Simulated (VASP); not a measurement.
# Ag in VASP: further runs

Runs on Ag. Level: LDA. Tasks: single point.

Everything below comes from runs of VASP 6.6.1. Logs are shortened: lines on timing, memory, paths and dates and some standing lists are left out, and cuts for length are marked.

**1. The cell of the first run**

The structure is cubic, space group Im-3m (No. 229). The conventional cell has a = 3.477 Å, b = 3.477 Å, c = 3.477 Å, α = 90.00°, β = 90.00°, γ = 90.00°. Ag (site symmetry m-3m) has 14 Ag at 3.01 to 3.48 Å within 4.0 Å.

This isn't the form of Ag at room conditions, which is fcc.

**2. Single point, LDA (strain +0.050 along x and y, +0.050 along z)**

Input file INCAR:

```
SYSTEM = Ag
ALGO = Fast
EDIFF = 1E-6
ENCUT = 520
ISIF = 2
ISMEAR = 0
LASPH = .True.
LCHARG = .True.
LELF = .True.
LREAL = .False.
LVHAR = .True.
LWAVE = .False.
NBANDS = 12
NELM = 60
PREC = Accurate
SIGMA = 0.15
```

Input file KPOINTS:

```
k-points
0
Gamma
  20 20 20
  0 0 0
```

Input file POSCAR:

```
Ag
1.0
   -1.7384367000      1.7384367000      1.7384367000
    1.7384367000     -1.7384367000      1.7384367000
    1.7384367000      1.7384367000     -1.7384367000
Ag
1
Direct
    0.0000000000      0.0000000000      0.0000000000
```

Potentials or basis: VASP PAW LDA potentials, release 64 (Ag).

The run is started by

```
$ cat potpaw_LDA.64/Ag/POTCAR > POTCAR
$ mpirun -np 1 vasp_std > vasp.out
```

OUTCAR:

```text
SYSTEM = Ag
   EDIFF = 1E-6
   ENCUT = 520
   ISIF = 2
   ISMEAR = 0
   LASPH = .True.
   LREAL = .False.
   NELM = 60
   PREC = Accurate

 ion  position               nearest neighbor table
   1  0.000  0.000  0.000-

  LATTYP: Found a body centered cubic cell.
 ALAT       =     3.4768734000

  Lattice vectors:

 A1 = (  -1.7384367000,   1.7384367000,   1.7384367000)
 A2 = (   1.7384367000,  -1.7384367000,   1.7384367000)
 A3 = (   1.7384367000,   1.7384367000,  -1.7384367000)

Analysis of symmetry for initial positions (statically):
=====================================================================
 Subroutine PRICEL returns:
 Original cell was already a primitive cell.

 Routine SETGRP: Setting up the symmetry group for a
 body centered cubic supercell.

 Subroutine GETGRP returns: Found 48 space group operations
 (whereof 48 operations were pure point group operations)
 out of a pool of 48 trial point group operations.

The static configuration has the point symmetry O_h .

Analysis of symmetry for dynamics (positions and initial velocities):
=====================================================================
 Subroutine PRICEL returns:
 Original cell was already a primitive cell.

 Routine SETGRP: Setting up the symmetry group for a
 body centered cubic supercell.

 Subroutine GETGRP returns: Found 48 space group operations
 (whereof 48 operations were pure point group operations)
 out of a pool of 48 trial point group operations.

The dynamic configuration has the point symmetry O_h .

 Subroutine INISYM returns: Found 48 space group operations
 (whereof 48 operations are pure point group operations),
 and found     1 'primitive' translations

----------------------------------------------------------------------------------------

                                     Primitive cell

  volume of cell :      21.0154

  direct lattice vectors                    reciprocal lattice vectors
    -1.738436700  1.738436700  1.738436700     0.000000000  0.287614729  0.287614729
     1.738436700 -1.738436700  1.738436700     0.287614729  0.000000000  0.287614729
     1.738436700  1.738436700 -1.738436700     0.287614729  0.287614729  0.000000000

  length of vectors
     3.011060690  3.011060690  3.011060690     0.406748650  0.406748650  0.406748650

  position of ions in fractional coordinates (direct lattice)
     0.000000000  0.000000000  0.000000000

  ion indices of the primitive-cell ions
   primitive index   ion index
                 1           1
[... 75 lines left out ...]
   NSW    =      0    number of steps for IOM
   IBRION =     -1    ionic relax: 0-MD 1-quasi-New 2-CG
   NFREE  =      0    steps in history (QN), initial steepest desc. (CG)
   ISIF   =      2    stress and relaxation
   ISYM   =      2    0-nonsym 1-usesym 2-fastsym
   POTIM  = 0.5000    time-step for ionic-motion
   TEBEG  =    0.0;   TEEND  =   0.0 temperature during run
   PSTRESS=    0.0 pullay stress
   NELECT =      11.0000    total number of electrons
   NUPDOWN=      -1.0000    fix difference up-down
   EMIN   =  10.00;   EMAX   =-10.00  energy-range for DOS
   EFERMI =   0.00;   METHOD = LEGACY
   ISMEAR =     0;   SIGMA  =   0.15  broadening in eV -4-tet -1-fermi 0-gaus
   EFERMI_NEDOS =   21; number of points for ismear=-14 and -15
   IALGO  =     68    algorithm
   IMIX   =      4    mixing-type and parameters
     AMIX     =   0.40;   BMIX     =  1.00
     AMIX_MAG =   1.60;   BMIX_MAG =  1.00
  volume/ion in A,a.u.               =      21.02       141.82
  Fermi-wavevector in a.u.,A,eV,Ry     =   1.319350  2.493211 23.683467  1.740686
  Thomas-Fermi vector in A             =   2.449255
   LORBIT       =      0    0 simple, 1 ext, 2 COOP (PROOUT), +10 PAW based schemes
   GGA     = CA    functional components
   LHFCALC =     F    Hartree Fock is set to
   AEXX    =    0.0000 exact exchange contribution
   IVDW    =     0    specifies the selected vdW correction
   LEPSILON=     F    determine dielectric tensor
   LRPA    =     F    only Hartree local field effects (RPA)
 non-spin polarized calculation
 RMM-DIIS sequential band-by-band and
 Gauss-broadening in eV      SIGMA  =   0.15
  energy-cutoff  :      520.00
  volume of cell :       21.02
 maximum number of plane-waves:       586
   NGX = 11   NGY = 11   NGZ = 11

 number of electron      11.0000000 magnetization

 Free energy of the ion-electron system (eV)
  ---------------------------------------------------
  ext. energy  EPLUGINS =         0.00000000
  ---------------------------------------------------
  free energy    TOTEN  =        -3.40113100 eV

  energy without entropy =       -3.39718512  energy(sigma->0) =       -3.39915806

 E-fermi :   5.5409     XC(G=0): -11.3960

 val. band max:        5.5242698548   @ k =   0.3500   0.1000   0.0500
 cond. band min:       5.5514229713   @ k =  -0.3500   0.4000   0.2000
 fundamental gap:      0.0271531165
 Fermi energy:         5.5409404303

 k-point     1 :       0.0000    0.0000    0.0000
  band No.  band energies     occupation
      1      -0.8808      2.00000
      2       1.3153      2.00000
      3       1.3153      2.00000
      4       1.3153      2.00000
      5       2.2774      2.00000
      6       2.2774      2.00000
      7      22.6627      0.00000
      8      22.6627      0.00000
      9      22.6627      0.00000
     10      25.8526      0.00000
     11      25.8526      0.00000
     12      25.8526      0.00000
[... 331 lines left out ...]
 k-point    24 :       0.2500    0.1000    0.0000
  band No.  band energies     occupation
      1       0.5657      2.00000
      2       0.9899      2.00000
      3       1.7939      2.00000
      4       2.1093      2.00000
      5       2.3498      2.00000
      6       3.0303      2.00000
      7      14.2235      0.00000
      8      17.7112      0.00000
      9      19.5389      0.00000
     10      23.3209      0.00000
     11      25.5610      0.00000
     12      26.2033      0.00000

 [... further k-points ...]
[... 5 lines left out ...]
  --------------------------------------------------------------------------------------
  -------------------------------------------------------------------------------------
  Total       -2.1864140     -2.1864140     -2.1864140      0.0000000      0.0000000      0.0000000
  in kB     -166.6887701   -166.6887701   -166.6887701      0.0000000      0.0000000      0.0000000
  external PRESSURE =    -166.6887701 kB  Pullay stress =       0.0000000 kB

 VOLUME and BASIS-vectors are now :
 -----------------------------------------------------------------------------
  energy-cutoff  :      520.00
  volume of cell :       21.02
      direct lattice vectors                 reciprocal lattice vectors
    -1.738436700  1.738436700  1.738436700     0.000000000  0.287614729  0.287614729
     1.738436700 -1.738436700  1.738436700     0.287614729  0.000000000  0.287614729
     1.738436700  1.738436700 -1.738436700     0.287614729  0.287614729  0.000000000

 POSITION                                       TOTAL-FORCE (eV/Angst)
 -----------------------------------------------------------------------------------
      0.00000      0.00000      0.00000         0.000000     -0.000000      0.000000
 -----------------------------------------------------------------------------------
    total drift:                                0.000000      0.000000     -0.000000

  FREE ENERGIE OF THE ION-ELECTRON SYSTEM (eV)
  ---------------------------------------------------
  free  energy   TOTEN  =        -3.4011310023 eV

  energy  without entropy=       -3.3971851193  energy(sigma->0) =       -3.39915806
```

stdout:

```text
POSCAR found type information on POSCAR Ag
 POSCAR found :  1 types and       1 ions
 scaLAPACK will be used
 LDA part: xc-table for (Slater(with rela. corr.)+CA(PZ))
 , standard interpolation
 POSCAR, INCAR and KPOINTS ok, starting setup
 FFT: planning ... GRIDC
 FFT: planning ... GRID_SOFT
 FFT: planning ... GRID
 WAVECAR not read
 entering main loop
```

Wall time 59 s (1 thread of Intel Xeon 8259CL, shared host); peak memory 0.18 GiB.

Results:

* Free energy: -3.4011 eV
* Pressure: -16.7 GPa
* Band gap on the k mesh: zero (an odd number of electrons rules out a gap without spin polarisation)

Caveat: the cell differs from its parent crystal (strain +0.050 along x and y, +0.050 along z); the cell stands under tension.

**3. Single point, LDA (strain +0.000 along x and y, +0.050 along z)**

Input file INCAR:

```
SYSTEM = Ag
PREC = Accurate ; ENCUT = 520
EDIFF = 1E-7 ; ISMEAR = 0
SIGMA = 0.15 ; LREAL = .FALSE.
LASPH = .TRUE. ; NELM = 100
ALGO = Fast ; ISIF = 2
LWAVE = .FALSE. ; LCHARG = .FALSE.
NBANDS = 12
```

Input file KPOINTS:

```
regular mesh
0
G
  20 20 20
  0 0 0
```

Input file POSCAR:

```
Ag
1.0
   -1.6556540000      1.6556540000      1.7384367000
    1.6556540000     -1.6556540000      1.7384367000
    1.6556540000      1.6556540000     -1.7384367000
Ag
1
Direct
    0.0000000000      0.0000000000      0.0000000000
```

Potentials or basis: VASP PAW LDA potentials, release 64 (Ag).

The run is started by

```
$ cat potpaw_LDA.64/Ag/POTCAR > POTCAR
$ mpirun -np 1 vasp_std > vasp.out
```

Run time: 2.3 min. Hardware: 1 thread of Intel Xeon 8259CL, shared host; peak memory 0.25 GiB.

The run converged. Its results:

* Free energy: -3.5910 eV
* Pressure: -13.9 GPa
* Band gap on the k mesh: zero (an odd number of electrons rules out a gap without spin polarisation)

Stress tensor (GPa, compression positive):
```
-14.10   0.00   0.00
  0.00 -14.10   0.00
  0.00   0.00 -13.57
```

Levels at points of the mesh, in eV from the Fermi level:
```
           k point  band 4  band 5  band 6  band 7  band 8  band 9
(0.00, 0.00, 0.00)   -4.39   -3.50   -3.30   17.05   17.76   17.76
(0.50, 0.00, 0.00)   -3.28   -2.57    0.06    3.35   13.15   13.70
(0.50, 0.50, 0.00)   -3.23   -2.53    0.32    3.79   12.35   12.68
(0.50, 0.50, 0.50)   -2.74   -2.74    5.63    6.93    6.93   10.78
```

Caveat: the cell differs from its parent crystal (strain +0.000 along x and y, +0.050 along z); the cell stands under tension.

**4. Single point, LDA (strain +0.025 along x and y, +0.000 along z)**

Input file INCAR:

```
SYSTEM = Ag
PREC = Accurate
ENCUT = 520
EDIFF = 1E-6
ISMEAR = 0
SIGMA = 0.15
LREAL = .False.
LASPH = .True.
NELM = 100
ALGO = Fast
ISIF = 2
LWAVE = .False.
LCHARG = .False.
NBANDS = 12
```

Input file KPOINTS:

```
regular mesh
0
Gamma
  20 20 20
  0 0 0
```

Input file POSCAR:

```
Ag
1.0
   -1.6970453500      1.6970453500      1.6556540000
    1.6970453500     -1.6970453500      1.6556540000
    1.6970453500      1.6970453500     -1.6556540000
Ag
1
Direct
    0.0000000000      0.0000000000      0.0000000000
```

The run is started by

```
$ cat potpaw_LDA.64/Ag/POTCAR > POTCAR
$ mpirun -np 1 vasp_std > vasp.out
```

Wall time 2.2 min (1 thread of Intel Xeon 8259CL, shared host); peak memory 0.24 GiB.

Results (log left out):

```yaml
Free_energy: -3.5893 eV
Pressure: -13.8 GPa
Band_gap_on_the_k_mesh: zero (an odd number of electrons rules out a gap without spin polarisation)
```

Stress tensor (GPa, compression positive):
```
-13.68   0.00   0.00
  0.00 -13.68   0.00
  0.00   0.00 -14.17
```

Levels at points of the mesh, in eV from the Fermi level:
```tsv
k point	band 4	band 5	band 6	band 7	band 8	band 9
(0.00, 0.00, 0.00)	-4.48	-3.44	-3.33	17.39	17.39	17.81
(0.50, 0.00, 0.00)	-3.25	-2.54	0.19	3.57	12.74	13.17
(0.50, 0.50, 0.00)	-3.31	-2.56	0.06	3.34	13.16	13.70
(0.50, 0.50, 0.50)	-2.76	-2.73	6.27	6.27	6.94	11.08
```

Caveat: the cell differs from its parent crystal (strain +0.025 along x and y, +0.000 along z); the cell stands under tension.

**5. Overview**

```tsv
cell	further INCAR settings	gap on the mesh (eV)	pressure (GPa)
a = 3.011 Å, angles 109.5°, 1 atom	ALGO = Fast; EDIFF = 1e-06; NBANDS = 12	none	-16.7
a = 2.916 Å, angles 110.8, 110.8, 106.8°, 1 atom	ALGO = Fast; EDIFF = 1e-07; NBANDS = 12	none	-13.9
a = 2.916 Å, angles 108.8, 108.8, 110.8°, 1 atom	ALGO = Fast; EDIFF = 1e-06; NBANDS = 12	none	-13.8
```

Alike in all rows: task single point; level LDA; potentials or basis VASP PAW LDA potentials, release 64 (Ag); no spin polarisation; k mesh 20 × 20 × 20; cutoff (eV) 520; smearing gaussian 0.15 eV.

Caveats: the cell stands under tension.

Total energies depend on the potentials used, so only differences within one code and one set of settings carry meaning.
